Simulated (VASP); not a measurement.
# SrMg3B8 (Cmmm) in VASP: single point with PBE

Aim: the single point of SrMg3B8 with PBE.

Program: VASP 6.6.1. These are calculated values, not measurements. Logs are shortened: lines on timing, memory, paths and dates and some standing lists are left out, and cuts for length are marked.

### Step 1. The cell of the first run

Symmetry: Cmmm, No. 65, orthorhombic system. Conventional cell: a = 6.288 Å, b = 7.634 Å, c = 5.457 Å, α = 90.00°, β = 90.00°, γ = 90.00°. Mg (site symmetry 2mm) has 12 B at 2.56 to 2.71 Å and 4 Mg at 3.05 to 3.24 Å and 2 Sr at 3.17 Å within 3.4 Å. Mg (site symmetry mmm) has 12 B at 2.59 to 2.67 Å and 4 Mg at 3.12 Å and 2 Sr at 3.14 Å within 3.4 Å. Within 3.5 Å of Sr (site symmetry mmm) lie 12 B at 2.67 to 2.68 Å and 6 Mg at 3.14 to 3.17 Å. Within 2.3 Å of B (site symmetry m) lie 3 B at 1.77 to 1.83 Å. B (site symmetry 2) has 3 B at 1.77 to 2.03 Å within 2.3 Å.

### Step 2. Single point, PBE

Contents of INCAR:

```
SYSTEM = SrMg3B8
ALGO = Normal
EDIFF = 1E-7
ENCUT = 520
GGA = PE
ISIF = 2
ISMEAR = 0
LASPH = .TRUE.
LCHARG = .FALSE.
LREAL = .FALSE.
LWAVE = .FALSE.
NBANDS = 32
NELM = 100
PREC = Accurate
SIGMA = 0.1
```

Contents of KPOINTS:

```
k-points
0
G
  8 8 6
  0 0 0
```

Contents of POSCAR:

```
SrMg3B8
1.0
   -1.5721004513      2.7229578563     -3.8168468864
   -1.5721004513      2.7229578563      3.8168468864
    4.7256970314      2.7283824531      0.0000000000
Mg Sr B
3 1 8
Direct
    0.2578001967      0.2578001967      0.5000000000
    0.7421998033      0.7421998033      0.5000000000
    0.5000000000      0.5000000000      0.0000000000
    0.0000000000      0.0000000000      0.0000000000
    0.7412515837      0.2587484163      0.3326093897
    0.2587484163      0.7412515837      0.3326093897
    0.0000000000      0.5000000000      0.8141305318
    0.5000000000      1.0000000000      0.8141305318
    0.0000000000      0.5000000000      0.1858694682
    0.5000000000      1.0000000000      0.1858694682
    0.2587484163      0.7412515837      0.6673906103
    0.7412515837      0.2587484163      0.6673906103
```

Potentials or basis: VASP PAW PBE potentials, release 64 (Mg, Sr_sv, B).

On the command line:

```sh
$ cat potpaw_PBE.64/Mg/POTCAR potpaw_PBE.64/Sr_sv/POTCAR potpaw_PBE.64/B/POTCAR > POTCAR
$ mpirun -np 1 vasp_std > vasp.out
```

OUTCAR:

```text
SYSTEM = SrMg3B8
   EDIFF = 1E-7
   ENCUT = 520
   GGA = PE
   ISIF = 2
   ISMEAR = 0
   LASPH = .TRUE.
   LREAL = .FALSE.
   NELM = 100
   PREC = Accurate

 ion  position               nearest neighbor table
   1  0.258  0.258  0.500-  11 2.56  12 2.56   5 2.56   6 2.56   9 2.57  10 2.57   7 2.57   8 2.57
                             6 2.71   5 2.71  11 2.71  12 2.71   2 3.05   3 3.12   3 3.12   4 3.17
   2  0.742  0.742  0.500-   5 2.56   6 2.56  11 2.56  12 2.56   7 2.57   8 2.57   9 2.57  10 2.57
                            11 2.71  12 2.71   5 2.71   6 2.71   1 3.05   3 3.12   3 3.12   4 3.17
   3  0.500  0.500  0.000-   5 2.59   6 2.59  11 2.59  12 2.59   9 2.67  10 2.67   8 2.67   7 2.67
                             7 2.67  10 2.67   8 2.67   9 2.67   2 3.12   1 3.12   1 3.12   2 3.12
   4  0.000  0.000  0.000-   9 2.67  10 2.67   7 2.67   8 2.67   7 2.67   9 2.67   8 2.67  10 2.67
                             5 2.68   6 2.68  11 2.68  12 2.68   3 3.14   3 3.14   2 3.17   1 3.17
   5  0.741  0.259  0.333-  10 1.77   9 1.77  12 1.83   2 2.56   1 2.56   3 2.59   4 2.68   1 2.71
                             2 2.71
   6  0.259  0.741  0.333-   9 1.77  10 1.77  11 1.83   2 2.56   1 2.56   3 2.59   4 2.68   1 2.71
                             2 2.71
   7  0.000  0.500  0.814-  12 1.77  11 1.77   9 2.03   2 2.57   1 2.57   4 2.67   3 2.67   4 2.67
                             3 2.67
   8  0.500  0.000  0.814-  11 1.77  12 1.77  10 2.03   2 2.57   1 2.57   4 2.67   3 2.67   3 2.67
                             4 2.67
   9  0.000  0.500  0.186-   6 1.77   5 1.77   7 2.03   1 2.57   2 2.57   4 2.67   3 2.67   4 2.67
                             3 2.67
  10  0.500  0.000  0.186-   5 1.77   6 1.77   8 2.03   1 2.57   2 2.57   3 2.67   4 2.67   4 2.67
                             3 2.67
  11  0.259  0.741  0.667-   8 1.77   7 1.77   6 1.83   1 2.56   2 2.56   3 2.59   4 2.68   2 2.71
                             1 2.71
  12  0.741  0.259  0.667-   7 1.77   8 1.77   5 1.83   1 2.56   2 2.56   3 2.59   4 2.68   2 2.71
                             1 2.71

  LATTYP: Found a base centered orthorhombic cell.
 ALAT       =     6.2884018053
 B/A-ratio  =     1.2139322532
 C/A-ratio  =     0.8677506742

  Lattice vectors:

 A1 = (  -1.5721004513,   2.7229578563,  -3.8168468864)
 A2 = (  -1.5721004513,   2.7229578563,   3.8168468864)
 A3 = (   4.7256970314,   2.7283824531,   0.0000000000)

Analysis of symmetry for initial positions (statically):
=====================================================================
 Subroutine PRICEL returns:
 Original cell was already a primitive cell.

 Routine SETGRP: Setting up the symmetry group for a
 base centered orthorhombic supercell.

 Subroutine GETGRP returns: Found  8 space group operations
 (whereof  8 operations were pure point group operations)
 out of a pool of  8 trial point group operations.

The static configuration has the point symmetry D_2h.

Analysis of symmetry for dynamics (positions and initial velocities):
=====================================================================
 Subroutine PRICEL returns:
 Original cell was already a primitive cell.

 Routine SETGRP: Setting up the symmetry group for a
 base centered orthorhombic supercell.

 Subroutine GETGRP returns: Found  8 space group operations
 (whereof  8 operations were pure point group operations)
 out of a pool of  8 trial point group operations.

The dynamic configuration has the point symmetry D_2h.

 Subroutine INISYM returns: Found  8 space group operations
 (whereof  8 operations are pure point group operations),
 and found     1 'primitive' translations

----------------------------------------------------------------------------------------

                                     Primitive cell

  volume of cell :     130.9725

  direct lattice vectors                    reciprocal lattice vectors
    -1.572100451  2.722957856 -3.816846886    -0.079511459  0.137717886 -0.130998181
    -1.572100451  2.722957856  3.816846886    -0.079511459  0.137717886  0.130998181
     4.725697031  2.728382453  0.000000000     0.158706746  0.091629383  0.000000000

  length of vectors
     4.945130885  4.945130885  5.456764906     0.206031094  0.206031094  0.183258765

  position of ions in fractional coordinates (direct lattice)
     0.257800197  0.257800197  0.500000000
     0.742199803  0.742199803  0.500000000
     0.500000000  0.500000000  1.000000000
     0.000000000  0.000000000  0.000000000
     0.741251584  0.258748416  0.332609390
     0.258748416  0.741251584  0.332609390
     1.000000000  0.500000000  0.814130532
[... 37 lines left out ...]
     0.025753887  0.025753887  0.030543128

  Shift w.r.t. Gamma in fractional coordinates (k-lattice)
     0.000000000  0.000000000  0.000000000

 Subroutine IBZKPT returns following result:
 ===========================================

 Found     84 irreducible k-points:

 Following reciprocal coordinates:
            Coordinates               Weight
  0.000000  0.000000  0.000000      1.000000
  0.125000 -0.000000  0.000000      4.000000
  0.250000 -0.000000  0.000000      4.000000
  0.375000  0.000000 -0.000000      4.000000
  0.500000 -0.000000  0.000000      2.000000
  0.125000  0.125000  0.000000      2.000000
[... 16 lines left out ...]
  0.125000 -0.000000  0.166667      8.000000
  0.250000 -0.000000  0.166667      8.000000
 [... further k-points ...]
   k-points           NKPTS =     84   k-points in BZ     NKDIM =     84   number of bands    NBANDS=     32
   number of dos      NEDOS =    301   number of ions     NIONS =     12
   total plane-waves  NPLWV =  67200
   dimension x,y,z NGX =    40 NGY =   40 NGZ =   42
   dimension x,y,z NGXF=    80 NGYF=   80 NGZF=   84
   ions per type =               3   1   8
   NGX,Y,Z   is equivalent  to a cutoff of  13.45, 13.45, 12.80 a.u.
   NGXF,Y,Z  is equivalent  to a cutoff of  26.89, 26.89, 25.59 a.u.
 SYSTEM =  SrMg3B8
   PREC   = accura    normal or accurate (medium, high low for compatibility)
   ISTART =      0    job   : 0-new  1-cont  2-samecut
   ICHARG =      2    charge: 1-file 2-atom 10-const
   ISPIN  =      1    spin polarized calculation?
   LNONCOLLINEAR =      F non collinear calculations
   LSORBIT =      F    spin-orbit coupling
   LASPH  =      T    aspherical Exc in radial PAW
   ENCUT  =  520.0 eV  38.22 Ry    6.18 a.u.   9.19  9.19 10.15*2*pi/ulx,y,z
   NELM   =    100;   NELMIN=  2; NELMDL= -5     # of ELM steps
   EDIFF  = 0.1E-06   stopping-criterion for ELM
   LREAL  =      F    real-space projection
   EDIFFG = 0.1E-05   stopping-criterion for IOM
   NSW    =      0    number of steps for IOM
   IBRION =     -1    ionic relax: 0-MD 1-quasi-New 2-CG
   NFREE  =      0    steps in history (QN), initial steepest desc. (CG)
   ISIF   =      2    stress and relaxation
   ISYM   =      2    0-nonsym 1-usesym 2-fastsym
   POTIM  = 0.5000    time-step for ionic-motion
   TEBEG  =    0.0;   TEEND  =   0.0 temperature during run
   PSTRESS=    0.0 pullay stress
   NELECT =      40.0000    total number of electrons
   NUPDOWN=      -1.0000    fix difference up-down
   EMIN   =  10.00;   EMAX   =-10.00  energy-range for DOS
   EFERMI =   0.00;   METHOD = LEGACY
   ISMEAR =     0;   SIGMA  =   0.10  broadening in eV -4-tet -1-fermi 0-gaus
   EFERMI_NEDOS =   21; number of points for ismear=-14 and -15
   IALGO  =     38    algorithm
   IMIX   =      4    mixing-type and parameters
     AMIX     =   0.40;   BMIX     =  1.00
     AMIX_MAG =   1.60;   BMIX_MAG =  1.00
  volume/ion in A,a.u.               =      10.91        73.65
  Fermi-wavevector in a.u.,A,eV,Ry     =   1.102473  2.083372 16.537165  1.215447
  Thomas-Fermi vector in A             =   2.238917
   LORBIT       =      0    0 simple, 1 ext, 2 COOP (PROOUT), +10 PAW based schemes
   GGA     = PE    functional components
   LHFCALC =     F    Hartree Fock is set to
   AEXX    =    0.0000 exact exchange contribution
   IVDW    =     0    specifies the selected vdW correction
   LEPSILON=     F    determine dielectric tensor
   LRPA    =     F    only Hartree local field effects (RPA)
 non-spin polarized calculation
 Gauss-broadening in eV      SIGMA  =   0.10
  energy-cutoff  :      520.00
  volume of cell :      130.97
 maximum number of plane-waves:      3560
 NGX is ok and might be reduce to    40
   NGX = 19   NGY = 19   NGZ = 21

 number of electron      40.0000000 magnetization

 Free energy of the ion-electron system (eV)
  ---------------------------------------------------
  ext. energy  EPLUGINS =         0.00000000
  ---------------------------------------------------
  free energy    TOTEN  =       -59.59526633 eV

  energy without entropy =      -59.58717423  energy(sigma->0) =      -59.59122028

 E-fermi :   4.8095     XC(G=0): -10.7601

 val. band max:        4.7789021508   @ k =   0.3750   0.2500   0.1667
 cond. band min:       4.8233660163   @ k =   0.2500   0.1250   0.3333
 fundamental gap:      0.0444638655
 Fermi energy:         4.8094654756

 k-point     1 :       0.0000    0.0000    0.0000
  band No.  band energies     occupation
      1     -28.5543      2.00000
      2     -11.1236      2.00000
      3     -11.0591      2.00000
      4     -11.0253      2.00000
      5      -6.7900      2.00000
      6      -3.3360      2.00000
[... 829 lines left out ...]
     31      11.9285      0.00000
     32      12.1637      0.00000

 [... further k-points ...]

------------------------ aborting loop because EDIFF is reached ----------------------------------------

  FORCE on cell =-STRESS in cart. coord.  units (eV):
  Direction    XX          YY          ZZ          XY          YZ          ZX
  --------------------------------------------------------------------------------------
  -------------------------------------------------------------------------------------
  Total       -0.0476468     -0.0380140      0.0506591     -0.0083422      0.0000000     -0.0000000
  in kB       -0.5828596     -0.4650227      0.6197094     -0.1020498      0.0000000     -0.0000000
  external PRESSURE =      -0.1427243 kB  Pullay stress =       0.0000000 kB

 VOLUME and BASIS-vectors are now :
 -----------------------------------------------------------------------------
  energy-cutoff  :      520.00
  volume of cell :      130.97
      direct lattice vectors                 reciprocal lattice vectors
    -1.572100451  2.722957856 -3.816846886    -0.079511459  0.137717886 -0.130998181
    -1.572100451  2.722957856  3.816846886    -0.079511459  0.137717886  0.130998181
     4.725697031  2.728382453  0.000000000     0.158706746  0.091629383  0.000000000

 POSITION                                       TOTAL-FORCE (eV/Angst)
 -----------------------------------------------------------------------------------
      1.55227      2.76815      0.00000        -0.000065      0.000113      0.000000
      0.02922      5.40615      0.00000         0.000065     -0.000113      0.000000
     -1.57210      2.72296      0.00000        -0.000000     -0.000000      0.000000
      0.00000      0.00000      0.00000         0.000000      0.000000      0.000000
     -0.00029      3.63044     -1.84164         0.005874      0.003391      0.017561
     -0.00029      3.63044      1.84164         0.005874      0.003391     -0.017561
      3.06128      3.58274      1.90842        -0.013722     -0.007922      0.000000
      3.06128      3.58274     -1.90842        -0.013722     -0.007922      0.000000
      0.09231      1.86860      1.90842         0.013722      0.007922      0.000000
      0.09231      1.86860     -1.90842         0.013722      0.007922      0.000000
      1.58179      4.54385      1.84164        -0.005874     -0.003391     -0.017561
      1.58179      4.54385     -1.84164        -0.005874     -0.003391      0.017561
 -----------------------------------------------------------------------------------
    total drift:                               -0.000000     -0.000000     -0.000000

  FREE ENERGIE OF THE ION-ELECTRON SYSTEM (eV)
  ---------------------------------------------------
  free  energy   TOTEN  =       -59.5952663269 eV

  energy  without entropy=      -59.5871742318  energy(sigma->0) =      -59.59122028
```

Wall time 3.1 min (1 thread of Intel Xeon 6975P-C (Granite Rapids), shared host); peak memory 0.47 GiB.

Results:

| Property | Result |
| --- | --- |
| Free energy | -59.5953 eV |
| Pressure | 0.0 GPa |
| Largest force | 0.019 eV/Å |
| Band gap on the k mesh | zero (bands 20 and 21 overlap by 1.61 eV) |

Forces on the atoms (eV/Å):
```
Mg   0.000  0.000  0.000
Mg   0.000  0.000  0.000
Mg   0.000  0.000  0.000
Sr   0.000  0.000  0.000
B    0.006  0.003  0.018
B    0.006  0.003 -0.018
B   -0.014 -0.008  0.000
B   -0.014 -0.008  0.000
B    0.014  0.008  0.000
B    0.014  0.008  0.000
B   -0.006 -0.003 -0.018
B   -0.006 -0.003  0.018
```

Stress tensor (GPa, compression positive):
```
-0.06 -0.01  0.00
-0.01 -0.05  0.00
 0.00  0.00  0.06
```
